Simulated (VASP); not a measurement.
## Pd: single point with PBEsol-based screened hybrid

The system is Pd.

```
Pd
1.0
     0.00000    1.92720    1.92720
     1.92720    0.00000    1.92720
     1.92720    1.92720    0.00000
Pd
1
Cartesian
  0.0000 0.0000 0.0000
```

| Property | Result |
| --- | --- |
| Program | VASP 6.6.1 |
| Task | single point |
| Functional | PBEsol-based screened hybrid |
| Potentials or basis | VASP PAW PBE potentials, release 64 (Pd) |
| Cutoff | 520 eV |
| k mesh | 6 × 6 × 6 |
| Occupations | fermi-dirac, width 0.05 eV |
| Spin | no spin polarisation |
| Dipole correction | no |
| Grid for exact exchange (PRECFOCK) | Normal |
| Share of exact exchange | 0.25 |
| Further INCAR settings | ALGO = Normal; EDIFF = 1e-07; NBANDS = 11 |
| Screening parameter | 0.207 1/Å |

- Pressure: 0.6 GPa
- Band gap on the k mesh: zero (band 5 reaches 9.88 eV, above the bottom of band 6 at 7.51 eV)

Levels at points of the mesh, in eV from the Fermi level:
```tsv
k point	band 1	band 2	band 3	band 4	band 5	band 6	band 7	band 8	band 9	band 10
(0.00, 0.00, 0.00)	-7.72	-3.44	-3.44	-3.44	-1.79	-1.79	18.89	24.03	24.03	24.03
(0.50, 0.00, 0.00)	-6.09	-3.58	-3.58	-0.08	-0.08	1.62	9.04	18.20	23.35	23.35
(0.50, 0.50, 0.00)	-6.39	-6.00	-0.35	0.54	0.54	4.29	12.70	14.98	14.98	24.06
```

Run time: 5.6 min on 1 thread of Intel(R) Xeon(R) 6975P-C (Granite Rapids), on a shared host, peak memory 0.23 GiB.

Caveat: the k points lie up to 0.47 Å⁻¹ apart; the PAW data sets were made with another functional, which shifts forces and pressure a little.
